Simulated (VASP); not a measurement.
# Ca (Pm-3m) in VASP: notebook

Aim: see how the results for Ca move with the level of theory and the settings. Levels: PBE+D3(BJ), PBE. Tasks: single point.

All numbers are computed with VASP 6.6.1; they aren't measurements. Logs are shortened: lines on timing, memory, paths and dates and some standing lists are left out, and cuts for length are marked.

## Step 1: The cell of the first run

Symmetry: Pm-3m, No. 221, cubic system. The conventional cell has a = 3.455 Å, b = 3.455 Å, c = 3.455 Å, α = 90.00°, β = 90.00°, γ = 90.00°. Ca (site symmetry m-3m) has 6 Ca at 3.45 Å within 4.5 Å.

This isn't the form of Ca at room conditions, which is fcc.

## Step 2: Single point, PBE+D3(BJ)

INCAR

```
SYSTEM = Ca
PREC = Accurate
ENCUT = 520
EDIFF = 1E-6
ISMEAR = 0
SIGMA = 0.1
LREAL = .False.
LASPH = .True.
NELM = 80
ALGO = Fast
ISIF = 2
LWAVE = .False.
LCHARG = .True.
GGA = PE
IVDW = 12
LELF = .True.
LVHAR = .True.
NBANDS = 11
```

KPOINTS

```
Automatic mesh
0
Gamma
  8 8 8
  0 0 0
```

POSCAR

```
Ca
1.0
    3.4546013106      0.0000000000      0.0000000000
    0.0000000000      3.4546013106      0.0000000000
    0.0000000000      0.0000000000      3.4546013106
Ca
1
Direct
    0.0000000000      0.0000000000      0.0000000000
```

Potentials or basis: VASP PAW PBE potentials, release 64 (Ca_sv).

The run is started by

```console
cat potpaw_PBE.64/Ca_sv/POTCAR > POTCAR
mpirun -np 1 vasp_std > vasp.out
```

OUTCAR:

```text
SYSTEM = Ca
   PREC = Accurate
   ENCUT = 520
   EDIFF = 1E-6
   ISMEAR = 0
   LREAL = .False.
   LASPH = .True.
   NELM = 80
   ISIF = 2
   GGA = PE
   IVDW = 12
 IVDW          = 12

 ion  position               nearest neighbor table
   1  0.000  0.000  0.000-

  LATTYP: Found a simple cubic cell.
 ALAT       =     3.4546013106

  Lattice vectors:

 A1 = (   3.4546013106,   0.0000000000,   0.0000000000)
 A2 = (   0.0000000000,   3.4546013106,   0.0000000000)
 A3 = (   0.0000000000,   0.0000000000,   3.4546013106)

Analysis of symmetry for initial positions (statically):
=====================================================================
 Subroutine PRICEL returns:
 Original cell was already a primitive cell.

 Routine SETGRP: Setting up the symmetry group for a
 simple cubic supercell.

 Subroutine GETGRP returns: Found 48 space group operations
 (whereof 48 operations were pure point group operations)
 out of a pool of 48 trial point group operations.

The static configuration has the point symmetry O_h .

Analysis of symmetry for dynamics (positions and initial velocities):
=====================================================================
 Subroutine PRICEL returns:
 Original cell was already a primitive cell.

 Routine SETGRP: Setting up the symmetry group for a
 simple cubic supercell.

 Subroutine GETGRP returns: Found 48 space group operations
 (whereof 48 operations were pure point group operations)
 out of a pool of 48 trial point group operations.

The dynamic configuration has the point symmetry O_h .

 Subroutine INISYM returns: Found 48 space group operations
 (whereof 48 operations are pure point group operations),
 and found     1 'primitive' translations

----------------------------------------------------------------------------------------

                                     Primitive cell

  volume of cell :      41.2281

  direct lattice vectors                    reciprocal lattice vectors
     3.454601311  0.000000000  0.000000000     0.289469004  0.000000000  0.000000000
     0.000000000  3.454601311  0.000000000     0.000000000  0.289469004  0.000000000
     0.000000000  0.000000000  3.454601311     0.000000000  0.000000000  0.289469004

  length of vectors
     3.454601311  3.454601311  3.454601311     0.289469004  0.289469004  0.289469004

  position of ions in fractional coordinates (direct lattice)
     0.000000000  0.000000000  0.000000000

  ion indices of the primitive-cell ions
   primitive index   ion index
                 1           1

----------------------------------------------------------------------------------------

 KPOINTS: Automatic mesh

Automatic generation of k-mesh.
 Grid dimensions read from file:
 generate k-points for:    8    8    8

 Generating k-lattice:

  Cartesian coordinates                     Fractional coordinates (reciprocal lattice)
     0.036183625  0.000000000  0.000000000     0.125000000  0.000000000  0.000000000
     0.000000000  0.036183625  0.000000000     0.000000000  0.125000000  0.000000000
     0.000000000  0.000000000  0.036183625     0.000000000  0.000000000  0.125000000

  Length of vectors
     0.036183625  0.036183625  0.036183625

  Shift w.r.t. Gamma in fractional coordinates (k-lattice)
     0.000000000  0.000000000  0.000000000

 Subroutine IBZKPT returns following result:
 ===========================================

 Found     35 irreducible k-points:

 Following reciprocal coordinates:
            Coordinates               Weight
  0.000000  0.000000  0.000000      1.000000
  0.125000  0.000000  0.000000      6.000000
  0.250000  0.000000  0.000000      6.000000
  0.375000  0.000000  0.000000      6.000000
  0.500000  0.000000  0.000000      3.000000
  0.125000  0.125000  0.000000     12.000000
[... 16 lines left out ...]
  0.375000  0.375000  0.125000     24.000000
  0.500000  0.375000  0.125000     24.000000
 [... further k-points ...]
   k-points           NKPTS =     35   k-points in BZ     NKDIM =     35   number of bands    NBANDS=     11
   number of dos      NEDOS =    301   number of ions     NIONS =      1
   total plane-waves  NPLWV =  21952
   dimension x,y,z NGX =    28 NGY =   28 NGZ =   28
   dimension x,y,z NGXF=    56 NGYF=   56 NGZF=   56
   ions per type =               1
   NGX,Y,Z   is equivalent  to a cutoff of  13.47, 13.47, 13.47 a.u.
   NGXF,Y,Z  is equivalent  to a cutoff of  26.95, 26.95, 26.95 a.u.
 SYSTEM =  Ca
   PREC   = accura    normal or accurate (medium, high low for compatibility)
   ISTART =      0    job   : 0-new  1-cont  2-samecut
   ICHARG =      2    charge: 1-file 2-atom 10-const
   ISPIN  =      1    spin polarized calculation?
   LNONCOLLINEAR =      F non collinear calculations
   LSORBIT =      F    spin-orbit coupling
   LASPH  =      T    aspherical Exc in radial PAW
   ENCUT  =  520.0 eV  38.22 Ry    6.18 a.u.   6.42  6.42  6.42*2*pi/ulx,y,z
   NELM   =     80;   NELMIN=  2; NELMDL= -5     # of ELM steps
   EDIFF  = 0.1E-05   stopping-criterion for ELM
   LREAL  =      F    real-space projection
   EDIFFG = 0.1E-04   stopping-criterion for IOM
   NSW    =      0    number of steps for IOM
   IBRION =     -1    ionic relax: 0-MD 1-quasi-New 2-CG
   NFREE  =      0    steps in history (QN), initial steepest desc. (CG)
   ISIF   =      2    stress and relaxation
   ISYM   =      2    0-nonsym 1-usesym 2-fastsym
   POTIM  = 0.5000    time-step for ionic-motion
   TEBEG  =    0.0;   TEEND  =   0.0 temperature during run
   PSTRESS=    0.0 pullay stress
   NELECT =      10.0000    total number of electrons
   NUPDOWN=      -1.0000    fix difference up-down
   EMIN   =  10.00;   EMAX   =-10.00  energy-range for DOS
   EFERMI =   0.00;   METHOD = LEGACY
   ISMEAR =     0;   SIGMA  =   0.10  broadening in eV -4-tet -1-fermi 0-gaus
   EFERMI_NEDOS =   21; number of points for ismear=-14 and -15
   IALGO  =     68    algorithm
   IMIX   =      4    mixing-type and parameters
     AMIX     =   0.40;   BMIX     =  1.00
     AMIX_MAG =   1.60;   BMIX_MAG =  1.00
  volume/ion in A,a.u.               =      41.23       278.22
  Fermi-wavevector in a.u.,A,eV,Ry     =   1.020964  1.929341 14.182258  1.042367
  Thomas-Fermi vector in A             =   2.154562
   LORBIT       =      0    0 simple, 1 ext, 2 COOP (PROOUT), +10 PAW based schemes
   GGA     = PE    functional components
   LHFCALC =     F    Hartree Fock is set to
   AEXX    =    0.0000 exact exchange contribution
   IVDW    =    12    specifies the selected vdW correction
   LEPSILON=     F    determine dielectric tensor
   LRPA    =     F    only Hartree local field effects (RPA)
 non-spin polarized calculation
 RMM-DIIS sequential band-by-band and
 Gauss-broadening in eV      SIGMA  =   0.10
  energy-cutoff  :      520.00
  volume of cell :       41.23
 maximum number of plane-waves:      1141
 NGX is ok and might be reduce to    28
   NGX = 13   NGY = 13   NGZ = 13

 number of electron      10.0000002 magnetization

 Free energy of the ion-electron system (eV)
  ---------------------------------------------------
  ext. energy  EPLUGINS =         0.00000000
  ---------------------------------------------------
  free energy    TOTEN  =        -1.53780739 eV

  energy without entropy =       -1.53220866  energy(sigma->0) =       -1.53500803

 E-fermi :   1.9242     XC(G=0):  -7.7855

 val. band max:        1.7801930763   @ k =   0.5000   0.2500   0.2500
 cond. band min:       1.9384679210   @ k =   0.5000   0.3750   0.2500
 fundamental gap:      0.1582748447
 Fermi energy:         1.9242177823

 k-point     1 :       0.0000    0.0000    0.0000
  band No.  band energies     occupation
      1     -40.1764      2.00000
      2     -21.0531      2.00000
      3     -21.0531      2.00000
      4     -21.0531      2.00000
      5      -1.9511      2.00000
      6       2.7801      0.00000
      7       2.7801      0.00000
      8       6.1929      0.00000
      9       6.1929      0.00000
     10       6.1929      0.00000
     11      10.8675      0.00000

 k-point     2 :       0.1250    0.0000    0.0000
  band No.  band energies     occupation
      1     -40.1732      2.00000
      2     -21.0898      2.00000
      3     -21.0500      2.00000
      4     -21.0500      2.00000
      5      -1.7228      2.00000
      6       2.8494      0.00000
      7       2.8498      0.00000
      8       5.9461      0.00000
      9       5.9461      0.00000
     10       6.2098      0.00000
     11       9.6211      0.00000

 k-point     3 :       0.2500    0.0000    0.0000
  band No.  band energies     occupation
      1     -40.1653      2.00000
      2     -21.1776      2.00000
      3     -21.0425      2.00000
      4     -21.0425      2.00000
      5      -1.0733      2.00000
      6       2.8501      0.00000
      7       3.0262      0.00000
      8       5.4539      0.00000
      9       5.4539      0.00000
     10       6.2511      0.00000
     11       8.0918      0.00000

 k-point     4 :       0.3750    0.0000    0.0000
  band No.  band energies     occupation
      1     -40.1574      2.00000
      2     -21.2638      2.00000
      3     -21.0349      2.00000
      4     -21.0349      2.00000
      5      -0.1018      2.00000
      6       2.2996      0.00000
      7       3.2188      0.00000
      8       5.0514      0.00000
      9       5.0514      0.00000
     10       6.2930      0.00000
     11       7.4636      0.00000

 k-point     5 :       0.5000    0.0000    0.0000
  band No.  band energies     occupation
      1     -40.1541      2.00000
      2     -21.2992      2.00000
      3     -21.0318      2.00000
      4     -21.0318      2.00000
      5       0.7947      2.00000
      6       1.4798      2.00000
      7       3.3041      0.00000
      8       4.9022      0.00000
      9       4.9022      0.00000
     10       6.3105      0.00000
     11       7.4308      0.00000
[... 211 lines left out ...]
 k-point    21 :       0.3750    0.2500    0.1250
  band No.  band energies     occupation
      1     -40.1434      2.00000
      2     -21.2442      2.00000
      3     -21.1508      2.00000
      4     -21.0593      2.00000
      5       0.7808      2.00000
      6       2.7249      0.00000
      7       3.6897      0.00000
      8       4.3889      0.00000
      9       5.2392      0.00000
     10       5.4208      0.00000
     11       7.9380      0.00000

 k-point    22 :       0.5000    0.2500    0.1250
  band No.  band energies     occupation
      1     -40.1402      2.00000
      2     -21.2784      2.00000
      3     -21.1470      2.00000
      4     -21.0560      2.00000
      5       1.5971      2.00000
      6       1.9641      0.57227
      7       3.9082      0.00000
      8       4.1196      0.00000
      9       5.4584      0.00000
     10       5.5276      0.00000
     11       7.4217      0.00000

 k-point    23 :       0.3750    0.3750    0.1250
  band No.  band energies     occupation
      1     -40.1357      2.00000
      2     -21.2349      2.00000
      3     -21.2317      2.00000
      4     -21.0516      2.00000
      5       1.3495      2.00000
      6       2.8198      0.00000
      7       3.8384      0.00000
      8       4.2800      0.00000
      9       5.3524      0.00000
     10       5.3864      0.00000
     11       7.7402      0.00000

 k-point    24 :       0.5000    0.3750    0.1250
  band No.  band energies     occupation
      1     -40.1326      2.00000
      2     -21.2671      2.00000
      3     -21.2288      2.00000
      4     -21.0484      2.00000
      5       1.6363      1.99995
      6       2.7771      0.00000
      7       3.9403      0.00000
      8       4.1027      0.00000
      9       5.4182      0.00000
     10       5.7470      0.00000
     11       7.2494      0.00000

 [... further k-points ...]

------------------------ aborting loop because EDIFF is reached ----------------------------------------

 Edisp (eV)   -0.23630

 E8    (eV) :    -0.1197

  FORCE on cell =-STRESS in cart. coord.  units (eV):
  Direction    XX          YY          ZZ          XY          YZ          ZX
  --------------------------------------------------------------------------------------
  -------------------------------------------------------------------------------------
  Total      -0.06330    -0.06330    -0.06330     0.00000     0.00000    -0.00000
  in kB      -2.45974    -2.45974    -2.45974     0.00000     0.00000    -0.00000
  external pressure =       -2.46 kB  Pullay stress =        0.00 kB

 VOLUME and BASIS-vectors are now :
 -----------------------------------------------------------------------------
  energy-cutoff  :      520.00
  volume of cell :       41.23
      direct lattice vectors                 reciprocal lattice vectors
     3.454601311  0.000000000  0.000000000     0.289469004  0.000000000  0.000000000
     0.000000000  3.454601311  0.000000000     0.000000000  0.289469004  0.000000000
     0.000000000  0.000000000  3.454601311     0.000000000  0.000000000  0.289469004

 POSITION                                       TOTAL-FORCE (eV/Angst)
 -----------------------------------------------------------------------------------
      0.00000      0.00000      0.00000         0.000000      0.000000      0.000000
 -----------------------------------------------------------------------------------
    total drift:                               -0.000000     -0.000000     -0.000000

  FREE ENERGIE OF THE ION-ELECTRON SYSTEM (eV)
  ---------------------------------------------------
  free  energy   TOTEN  =        -1.7741042525 eV

  energy  without entropy=       -1.7685055203  energy(sigma->0) =       -1.77130489
```

It took 32 s on 1 thread of Intel Xeon 8259CL, shared host; peak memory 0.16 GiB.

Results:

| Property | Result |
| --- | --- |
| Free energy | -1.7741 eV |
| Pressure | -0.2 GPa |
| Band gap on the k mesh | zero (bands 5 and 6 overlap by 1.14 eV) |
| Dispersion energy per atom | -0.236 eV |

Levels at points of the mesh, in eV from the Fermi level:
```tsv
k point	band 1	band 2	band 3	band 4	band 5	band 6	band 7	band 8	band 9	band 10
(0.00, 0.00, 0.00)	-42.10	-22.98	-22.98	-22.98	-3.88	0.86	0.86	4.27	4.27	4.27
(0.50, 0.00, 0.00)	-42.08	-23.22	-22.96	-22.96	-1.13	-0.44	1.38	2.98	2.98	4.39
(0.50, 0.50, 0.00)	-42.06	-23.19	-23.19	-22.94	-0.41	1.00	2.53	2.53	3.29	3.29
(0.50, 0.50, 0.50)	-42.04	-23.16	-23.16	-23.16	0.69	0.69	0.69	5.07	5.07	5.84
```

Caveat: three body term missing.

## Step 3: Single point, PBE

This run uses another cell than the first one, of 42.46 Å³/atom.

INCAR

```
PREC = Accurate
ENCUT = 520
EDIFF = 1E-7
ISMEAR = 0
SIGMA = 0.1
LREAL = F
LASPH = T
NELM = 60
ALGO = Fast
ISIF = 2
LWAVE = F
LCHARG = F
GGA = PE
NBANDS = 11
```

KPOINTS

```
regular mesh
0
Gamma
  8 8 8
```

POSCAR

```
Ca
1.0
    3.4886563400      0.0000000000      0.0000000000
    0.0000000000      3.4886563400      0.0000000000
    0.0000000000      0.0000000000      3.4886563400
Ca
1
Direct
    0.0000000000      0.0000000000      0.0000000000
```

Potentials or basis: VASP PAW PBE potentials, release 64 (Ca_sv).

The run is started by

```console
cat potpaw_PBE.64/Ca_sv/POTCAR > POTCAR
mpirun -np 1 vasp_std > vasp.out
```

Run time: 38 s. Hardware: 1 thread of Intel Xeon 8259CL, shared host; peak memory 0.16 GiB.

It converged, with:

- Free energy: -1.5424 eV
- Pressure: 0.4 GPa
- Band gap on the k mesh: zero (bands 5 and 6 overlap by 1.17 eV)

Levels at points of the mesh, in eV from the Fermi level:
```tsv
k point	band 2	band 3	band 4	band 5	band 6	band 7	band 8	band 9
(0.00, 0.00, 0.00)	-23.03	-23.03	-23.03	-3.83	0.86	0.86	4.17	4.17
(0.50, 0.00, 0.00)	-23.26	-23.02	-23.02	-1.14	-0.45	1.37	2.93	2.93
(0.50, 0.50, 0.00)	-23.23	-23.23	-23.00	-0.36	0.97	2.44	2.44	3.23
(0.50, 0.50, 0.50)	-23.20	-23.20	-23.20	0.71	0.71	0.71	4.94	4.94
```

[end of part 1 of 2]
